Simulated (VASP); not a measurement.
# SiO2 (P6_422) in VASP: notebook, part 3 of 3

VASP 6.6.1. Earlier steps stand in the parts before.

## Step 6: Single point, PBE (15.41 Å³/atom)

This run uses another cell than the first one, of 15.41 Å³/atom.

The input, INCAR:

```
SYSTEM = SiO2
PREC = Accurate ; ENCUT = 520
EDIFF = 1E-6 ; ISMEAR = 0
SIGMA = 0.02 ; LREAL = .FALSE.
LASPH = .TRUE. ; NELM = 80
ALGO = Normal ; ISIF = 2
LWAVE = .FALSE. ; LCHARG = .TRUE.
GGA = PE ; LELF = .TRUE.
LVHAR = .TRUE. ; NBANDS = 34
```

The input, KPOINTS:

```
regular mesh
0
G
  6 6 4
  0 0 0
```

The input, POSCAR:

```
SiO2
1.0
    5.2816157781      0.0000000000      0.0000000000
   -2.6408078890      4.5740134368      0.0000000000
    0.0000000000      0.0000000000      5.7403937929
Si O
3 6
Direct
    0.0000000000      0.5000000000      0.3333333333
    0.5000000000      0.5000000000      0.6666666667
    0.5000000000      0.0000000000      0.0000000000
    0.5697906515      0.7848953258      0.8333333333
    0.7848953258      0.5697906515      0.5000000000
    0.7848953258      0.2151046742      0.1666666667
    0.4302093485      0.2151046742      0.8333333333
    0.2151046742      0.4302093485      0.5000000000
    0.2151046742      0.7848953258      0.1666666667
```

Potentials or basis: VASP PAW PBE potentials, release 64 (Si, O).

Started as:

```bash
$ cat potpaw_PBE.64/Si/POTCAR potpaw_PBE.64/O/POTCAR > POTCAR
$ mpirun -np 1 vasp_std > vasp.out
```

It took 94 s on 1 thread of Intel Xeon Platinum 8259CL at 2.50GHz (Skylake/Cascade Lake), shared host; peak memory 0.28 GiB.

Results (log left out):

```
Free energy            : -70.6816 eV
Pressure               : -11.2 GPa
Largest force          : 0.008 eV/Å
Band gap on the k mesh : 4.89 eV (least direct gap 5.12 eV)
```

Forces in eV/Å, atoms in the order of the input:
```
Si   0.000  0.000  0.000
Si   0.000  0.000  0.000
Si   0.000  0.000  0.000
O   -0.007 -0.004  0.000
O    0.000 -0.008  0.000
O   -0.007  0.004  0.000
O    0.007  0.004  0.000
O    0.000  0.008  0.000
O    0.007 -0.004  0.000
```

Levels at points of the mesh, in eV from the valence-band top:
```
           k point  band 22  band 23  band 24  band 25  band 26  band 27
(0.00, 0.00, 0.00)    -0.37    -0.37    -0.23     4.89     8.36     8.36
(0.50, 0.00, 0.00)    -0.92    -0.29     0.00     6.88     7.71     8.88
(0.00, 0.00, 0.50)    -0.27    -0.01    -0.01     6.69     6.69     8.16
(0.50, 0.00, 0.50)    -0.68    -0.64    -0.28     7.09     7.79     8.93
```

Caveat: the cell stands under tension. A k mesh can miss the band edges.

## Step 7: Summary

| cell | gap on the mesh (eV) | pressure (GPa) | largest force (eV/Å) |
| --- | --- | --- | --- |
| a = 4.978, b = 4.978, c = 5.522 Å, angles 90.0, 90.0, 120.0°, 9 atoms, atomic positions A | 5.79 | 9.0 | 0.01 |
| a = 5.049, b = 5.049, c = 5.540 Å, angles 90.0, 90.0, 120.0°, 9 atoms, atomic positions B | 5.69 | 4.3 | 0.02 |
| a = 5.158, b = 5.158, c = 5.635 Å, angles 90.0, 90.0, 120.0°, 9 atoms, atomic positions C | 5.38 | -3.7 | 0.01 |
| a = 5.211, b = 5.211, c = 5.682 Å, angles 90.0, 90.0, 120.0°, 9 atoms, atomic positions D | 5.19 | -7.1 | - |
| a = 5.282, b = 5.282, c = 5.740 Å, angles 90.0, 90.0, 120.0°, 9 atoms, atomic positions E | 4.89 | -11.2 | 0.01 |

Alike in all rows: task single point; level PBE; potentials or basis VASP PAW PBE potentials, release 64 (Si, O); no spin polarisation; k mesh 6 × 6 × 4; cutoff (eV) 520; smearing gaussian 0.02 eV.

Caveats: the cell stands under tension (at least some runs); the cell stands under pressure (at least some runs).

Total energies depend on the potentials used, so only differences within one code and one set of settings carry meaning.
